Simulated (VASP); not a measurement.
# SnO2 (R-3m) in VASP: further runs, part 2 of 2

VASP 6.6.1. Earlier steps stand in the parts before.

**5. Single point, r2SCAN**

This run uses another cell than the first one, of the same volume but with other edges.

POSCAR reads:

```
SnO2
1.0
    1.4816782300      0.8554473250      5.7181702905
   -1.4816782300      0.8554473250      5.7181702905
    0.0000000000     -1.7108946499      5.7181702905
Sn O
1 2
Direct
    0.5000000000      0.5000000000      0.5000000000
    0.2371700000      0.2371700000      0.2371700000
    0.7628300000      0.7628300000      0.7628300000
```

INCAR.step1 reads:

```
ALGO = Normal
EDIFF = 1E-4
ENCUT = 520
GGA = PE
ISMEAR = 0
LASPH = T
LCHARG = F
LREAL = F
LWAVE = T
NBANDS = 20
NELM = 60
PREC = Accurate
SIGMA = 0.05
```

INCAR.step2 reads:

```
ALGO = Normal
EDIFF = 1E-6
ENCUT = 520
ISIF = 2
ISMEAR = 0
ISTART = 1
LASPH = T
LCHARG = F
LMIXTAU = T
LREAL = F
LWAVE = F
METAGGA = R2SCAN
NBANDS = 20
NELM = 60
PREC = Accurate
SIGMA = 0.05
```

KPOINTS reads:

```
k-points
0
Gamma
  12 12 12
```

Potentials or basis: VASP PAW PBE potentials, release 64 (Sn_d, O).

Run with:

```console
$ cat potpaw_PBE.64/Sn_d/POTCAR potpaw_PBE.64/O/POTCAR > POTCAR
$ cp INCAR.step1 INCAR
$ mpirun -np 1 vasp_std > vasp.out
$ cp INCAR.step2 INCAR
$ mpirun -np 1 vasp_std > vasp.out
```

OUTCAR:

```text
EDIFF = 1E-6
   ENCUT = 520
   ISIF = 2
   ISMEAR = 0
   ISTART = 1
   LASPH = T
   LREAL = F
   METAGGA = R2SCAN
   NELM = 60
   PREC = Accurate

 ion  position               nearest neighbor table
   1  0.500  0.500  0.500-   2 2.10   2 2.10   3 2.10   3 2.10   2 2.10   3 2.10
   2  0.237  0.237  0.237-   1 2.10   1 2.10   1 2.10
   3  0.763  0.763  0.763-   1 2.10   1 2.10   1 2.10

  LATTYP: Found a trigonal (rhomboedric) cell.
 ALAT       =     5.9686373633
 COS(alpha) =     0.8767498635

  Lattice vectors:

 A1 = (   1.4816782300,   0.8554473250,   5.7181702905)
 A2 = (  -1.4816782300,   0.8554473250,   5.7181702905)
 A3 = (   0.0000000000,  -1.7108946499,   5.7181702905)

Analysis of symmetry for initial positions (statically):
=====================================================================
 Subroutine PRICEL returns:
 Original cell was already a primitive cell.

 Routine SETGRP: Setting up the symmetry group for a
 trigonal (rhombohedral) supercell.

 Subroutine GETGRP returns: Found 12 space group operations
 (whereof 12 operations were pure point group operations)
 out of a pool of 12 trial point group operations.

The static configuration has the point symmetry D_3d.

Analysis of symmetry for dynamics (positions and initial velocities):
=====================================================================
 Subroutine PRICEL returns:
 Original cell was already a primitive cell.

 Routine SETGRP: Setting up the symmetry group for a
 trigonal (rhombohedral) supercell.

 Subroutine GETGRP returns: Found 12 space group operations
 (whereof 12 operations were pure point group operations)
 out of a pool of 12 trial point group operations.

The dynamic configuration has the point symmetry D_3d.

 Subroutine INISYM returns: Found 12 space group operations
 (whereof 12 operations are pure point group operations),
 and found     1 'primitive' translations

----------------------------------------------------------------------------------------

                                     Primitive cell

  volume of cell :      43.4866

  direct lattice vectors                    reciprocal lattice vectors
     1.481678230  0.855447325  5.718170290     0.337455184  0.194829841  0.058293705
    -1.481678230  0.855447325  5.718170290    -0.337455184  0.194829841  0.058293705
     0.000000000 -1.710894650  5.718170290     0.000000000 -0.389659683  0.058293705

  length of vectors
     5.968637363  5.968637363  5.968637363     0.393995970  0.393995970  0.393995970

  position of ions in fractional coordinates (direct lattice)
     0.500000000  0.500000000  0.500000000
     0.237170000  0.237170000  0.237170000
     0.762830000  0.762830000  0.762830000

  ion indices of the primitive-cell ions
   primitive index   ion index
                 1           1
                 2           2
                 3           3

----------------------------------------------------------------------------------------

 KPOINTS: k-points

Automatic generation of k-mesh.
 Grid dimensions read from file:
 generate k-points for:   12   12   12

 Generating k-lattice:

  Cartesian coordinates                     Fractional coordinates (reciprocal lattice)
     0.028121265  0.016235820  0.004857809     0.083333333 -0.000000000  0.000000000
    -0.028121265  0.016235820  0.004857809    -0.000000000  0.083333333  0.000000000
     0.000000000 -0.032471640  0.004857809     0.000000000  0.000000000  0.083333333

  Length of vectors
     0.032832998  0.032832998  0.032832998

  Shift w.r.t. Gamma in fractional coordinates (k-lattice)
     0.000000000  0.000000000  0.000000000

 Subroutine IBZKPT returns following result:
 ===========================================

 Found    189 irreducible k-points:

 Following reciprocal coordinates:
            Coordinates               Weight
  0.000000  0.000000  0.000000      1.000000
  0.083333  0.000000 -0.000000      6.000000
  0.166667 -0.000000  0.000000      6.000000
  0.250000  0.000000 -0.000000      6.000000
  0.333333 -0.000000 -0.000000      6.000000
  0.416667  0.000000  0.000000      6.000000
[... 16 lines left out ...]
  0.500000  0.166667  0.000000     12.000000
 -0.416667  0.166667 -0.000000     12.000000
 [... further k-points ...]
   k-points           NKPTS =    189   k-points in BZ     NKDIM =    189   number of bands    NBANDS=     20
   number of dos      NEDOS =    301   number of ions     NIONS =      3
   total plane-waves  NPLWV = 110592
   dimension x,y,z NGX =    48 NGY =   48 NGZ =   48
   dimension x,y,z NGXF=    96 NGYF=   96 NGZF=   96
   ions per type =               1   2
   NGX,Y,Z   is equivalent  to a cutoff of  13.37, 13.37, 13.37 a.u.
   NGXF,Y,Z  is equivalent  to a cutoff of  26.74, 26.74, 26.74 a.u.
 SYSTEM =  unknown system
   PREC   = accura    normal or accurate (medium, high low for compatibility)
   ISTART =      1    job   : 0-new  1-cont  2-samecut
   ICHARG =      0    charge: 1-file 2-atom 10-const
   ISPIN  =      1    spin polarized calculation?
   LNONCOLLINEAR =      F non collinear calculations
   LSORBIT =      F    spin-orbit coupling
   LASPH  =      T    aspherical Exc in radial PAW
   ENCUT  =  520.0 eV  38.22 Ry    6.18 a.u.  11.10 11.10 11.10*2*pi/ulx,y,z
   NELM   =     60;   NELMIN=  2; NELMDL=  0     # of ELM steps
   EDIFF  = 0.1E-05   stopping-criterion for ELM
   LREAL  =      F    real-space projection
   EDIFFG = 0.1E-04   stopping-criterion for IOM
   NSW    =      0    number of steps for IOM
   IBRION =     -1    ionic relax: 0-MD 1-quasi-New 2-CG
   NFREE  =      0    steps in history (QN), initial steepest desc. (CG)
   ISIF   =      2    stress and relaxation
   ISYM   =      2    0-nonsym 1-usesym 2-fastsym
   POTIM  = 0.5000    time-step for ionic-motion
   TEBEG  =    0.0;   TEEND  =   0.0 temperature during run
   PSTRESS=    0.0 pullay stress
   NELECT =      26.0000    total number of electrons
   NUPDOWN=      -1.0000    fix difference up-down
   EMIN   =  10.00;   EMAX   =-10.00  energy-range for DOS
   EFERMI =   0.00;   METHOD = LEGACY
   ISMEAR =     0;   SIGMA  =   0.05  broadening in eV -4-tet -1-fermi 0-gaus
   EFERMI_NEDOS =   21; number of points for ismear=-14 and -15
   IALGO  =     38    algorithm
   IMIX   =      4    mixing-type and parameters
     AMIX     =   0.40;   BMIX     =  1.00
     AMIX_MAG =   1.60;   BMIX_MAG =  1.00
  volume/ion in A,a.u.               =      14.50        97.82
  Fermi-wavevector in a.u.,A,eV,Ry     =   1.379158  2.606231 25.879336  1.902078
  Thomas-Fermi vector in A             =   2.504154
   LORBIT       =      0    0 simple, 1 ext, 2 COOP (PROOUT), +10 PAW based schemes
   METAGGA = R2SCAN    functional components
   LHFCALC =     F    Hartree Fock is set to
   AEXX    =    0.0000 exact exchange contribution
   IVDW    =     0    specifies the selected vdW correction
   LEPSILON=     F    determine dielectric tensor
   LRPA    =     F    only Hartree local field effects (RPA)
 non-spin polarized calculation
 Gauss-broadening in eV      SIGMA  =   0.05
  energy-cutoff  :      520.00
  volume of cell :       43.49
 maximum number of plane-waves:      1201
 NGX is ok and might be reduce to    48

 number of electron      26.0000003 magnetization

 Free energy of the ion-electron system (eV)
  ---------------------------------------------------
  ext. energy  EPLUGINS =         0.00000000
  ---------------------------------------------------
  free energy    TOTEN  =       -40.76065769 eV

  energy without entropy =      -40.76065769  energy(sigma->0) =      -40.76065769

 E-fermi :   2.4335     XC(G=0): -10.4228

 val. band max:        2.1939233984   @ k =   0.5000   0.5000   0.5000
 cond. band min:       5.8224852461   @ k =   0.0000   0.0000   0.0000
 fundamental gap:      3.6285618478
 Fermi energy:         2.4334878581

 k-point     1 :       0.0000    0.0000    0.0000
  band No.  band energies     occupation
      1     -18.1397      2.00000
      2     -18.0756      2.00000
      3     -18.0756      2.00000
      4     -17.6126      2.00000
      5     -17.6126      2.00000
      6     -16.9361      2.00000
[... 12 lines left out ...]
     19      20.0966      0.00000
[... 513 lines left out ...]
      4     -17.6264      2.00000
      5     -17.5159      2.00000
      6     -14.9043      2.00000
[... 12 lines left out ...]
     19      16.8778      0.00000
     20      18.7237      0.00000

 [... further k-points ...]

------------------------ aborting loop because EDIFF is reached ----------------------------------------

  FORCE on cell =-STRESS in cart. coord.  units (eV):
  Direction    XX          YY          ZZ          XY          YZ          ZX
  --------------------------------------------------------------------------------------
  -------------------------------------------------------------------------------------
  Total        6.2602620      6.2602620     -4.5954163      0.0000000     -0.0000000      0.0000000
  in kB      230.6468785    230.6468785   -169.3089561      0.0000000     -0.0000000      0.0000000
  external PRESSURE =      97.3282670 kB  Pullay stress =       0.0000000 kB

 VOLUME and BASIS-vectors are now :
 -----------------------------------------------------------------------------
  energy-cutoff  :      520.00
  volume of cell :       43.49
      direct lattice vectors                 reciprocal lattice vectors
     1.481678230  0.855447325  5.718170290     0.337455184  0.194829841  0.058293705
    -1.481678230  0.855447325  5.718170290    -0.337455184  0.194829841  0.058293705
     0.000000000 -1.710894650  5.718170290     0.000000000 -0.389659683  0.058293705

 POSITION                                       TOTAL-FORCE (eV/Angst)
 -----------------------------------------------------------------------------------
      0.00000      0.00000      8.57726        -0.000000      0.000000      0.000000
      0.00000      0.00000      4.06854         0.000000     -0.000000     -1.803931
      0.00000      0.00000     13.08598         0.000000      0.000000      1.803931
 -----------------------------------------------------------------------------------
    total drift:                                0.000000      0.000000      0.000000

  FREE ENERGIE OF THE ION-ELECTRON SYSTEM (eV)
  ---------------------------------------------------
  free  energy   TOTEN  =       -40.7606576872 eV

  energy  without entropy=      -40.7606576872  energy(sigma->0) =      -40.76065769
```

OUTCAR.step1:

```text
EDIFF = 1E-4
   ENCUT = 520
   GGA = PE
   ISMEAR = 0
[... 779 lines left out ...]
      0.00000      0.00000      8.57726         0.000000      0.000000     -0.000000
      0.00000      0.00000      4.06854         0.000000     -0.000000     -1.095294
      0.00000      0.00000     13.08598         0.000000      0.000000      1.095294
 -----------------------------------------------------------------------------------
    total drift:                                0.000000      0.000000      0.000000

  FREE ENERGIE OF THE ION-ELECTRON SYSTEM (eV)
  ---------------------------------------------------
  free  energy   TOTEN  =       -17.3499716889 eV

  energy  without entropy=      -17.3499716889  energy(sigma->0) =      -17.34997169
```

Wall time 27 min (1 thread of AMD EPYC 9R45 (Zen 5), shared host); peak memory 0.42 GiB.

Results:

- Free energy: -40.7607 eV
- Pressure: 9.7 GPa
- Largest force: 1.804 eV/Å
- Band gap on the k mesh: 3.63 eV, indirect (least direct gap 3.64 eV)

Forces in eV/Å, atoms in the order of the input:
```
Sn   0.000  0.000  0.000
O    0.000  0.000 -1.804
O    0.000  0.000  1.804
```

Caveat: the PAW data sets were made with another functional, which shifts forces and pressure a little; spin-orbit coupling is left out, which moves the levels of the heavy elements. A k mesh can miss the band edges.

**6. Overview**

```csv
cell,gap on the mesh (eV),pressure (GPa),largest force (eV/Å)
"a = 5.041 Å, angles 38.0°, 3 atoms",2.13,-8.7,0.43
"a = 5.289 Å, angles 35.0°, 3 atoms",2.76,-3.3,0.72
"a = 4.600 Å, angles 44.5°, 3 atoms",0.72,-18.4,0.07
"a = 5.969 Å, angles 28.7°, 3 atoms",3.63,9.7,1.80
```

Alike in all rows: task single point; level r2SCAN; potentials or basis VASP PAW PBE potentials, release 64 (Sn_d, O); no spin polarisation; k mesh 12 × 12 × 12; cutoff (eV) 520; smearing gaussian 0.05 eV.

Caveats: the PAW data sets were made with another functional, which shifts forces and pressure a little; spin-orbit coupling is left out, which moves the levels of the heavy elements.

Absolute energies hang on the potentials; compare differences alone.
